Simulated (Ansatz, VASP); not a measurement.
**BaF2: VASP beside Ansatz**

POSCAR

```
BaF2
1.0
    0.0000000000      3.0015042102      3.0015042102
    3.0015042102      0.0000000000      3.0015042102
    3.0015042102      3.0015042102      0.0000000000
Ba F
1 2
Direct
    0.0000000000      0.0000000000      0.0000000000
    0.2500000000      0.2500000000      0.2500000000
    0.7500000000      0.7500000000      0.7500000000
```

File INCAR.step1:

```
SYSTEM = BaF2
ALGO     = Normal         ! electronic algorithm
EDIFF    = 1E-5           ! SCF threshold, eV
ENCUT    = 660            ! plane-wave cutoff, eV
GGA      = PE             ! functional
GGA_COMPAT= .False.      
ISMEAR   = 0              ! smearing method
LASPH    = .True.         ! aspherical terms in the spheres
LCHARG   = .False.        ! write CHGCAR
LREAL    = .False.        ! projectors in reciprocal space
LWAVE    = .True.         ! write WAVECAR
NBANDS   = 19             ! bands
NELM     = 120            ! most SCF steps
PREC     = Accurate       ! precision mode
SIGMA    = 0.02           ! smearing width, eV
```

File INCAR.step2:

```
SYSTEM = BaF2
ALGO     = Normal         ! electronic algorithm
EDIFF    = 1E-6           ! SCF threshold, eV
ENCUT    = 660            ! plane-wave cutoff, eV
GGA_COMPAT= .False.      
ISIF     = 2              ! what is computed and relaxed
ISMEAR   = 0              ! smearing method
ISTART   = 1            
LASPH    = .True.         ! aspherical terms in the spheres
LCHARG   = .False.        ! write CHGCAR
LMIXTAU  = .True.       
LREAL    = .False.        ! projectors in reciprocal space
LWAVE    = .False.        ! write WAVECAR
METAGGA  = R2SCAN         ! meta-GGA
NBANDS   = 19             ! bands
NELM     = 120            ! most SCF steps
PREC     = Accurate       ! precision mode
SIGMA    = 0.02           ! smearing width, eV
```

KPOINTS

```
k-points
0
Gamma
  6 6 6
  0 0 0
```

Input for Ansatz:

```yaml
crystal:
  lattice:
    - [0.0, 3.0015042108, 3.0015042108]
    - [3.0015042108, 0.0, 3.0015042108]
    - [3.0015042108, 3.0015042108, 0.0]
  atoms:
    - { symbol: Ba, position: [0.0, 0.0, 0.0] }
    - { symbol: F, position: [0.25, 0.25, 0.25] }
    - { symbol: F, position: [0.75, 0.75, 0.75] }
basis:
  ecutwfc: 500
kpoints:
  mp_grid: { grid: [6, 6, 6] }
hamiltonian:
  xc: r2scan
scf:
  occupations: { method: gaussian, width: 0.02 }
output:
  forces: true
  stress: true
  eigenvalues: true
```

Alike in both runs: task single point; functional r2SCAN; k mesh 6 × 6 × 6; occupations gaussian, width 0.02 eV; no spin polarisation.

|  | VASP | Ansatz |
| --- | --- | --- |
| version | VASP 6.6.1 | Ansatz 0.2.0 |
| potentials or method | VASP PAW PBE potentials, release 64 (Ba_sv, F), cutoff 660 eV | scalar-relativistic, plane waves, PAW |
| valence electrons in the cell | 24 | 24 |

|  | VASP | Ansatz | Ansatz less VASP |
| --- | --- | --- | --- |
| gap on the k mesh at the Fermi level (eV) | 7.76 | 7.85 | +0.086 |
| least direct gap on the mesh (eV) | 7.88 | 7.99 | +0.108 |
| pressure (GPa) | 8.6 | 7.2 | -1.43 |

VASP's potentials were made for PBE, not for r2SCAN.

Neither program's run includes spin-orbit coupling.
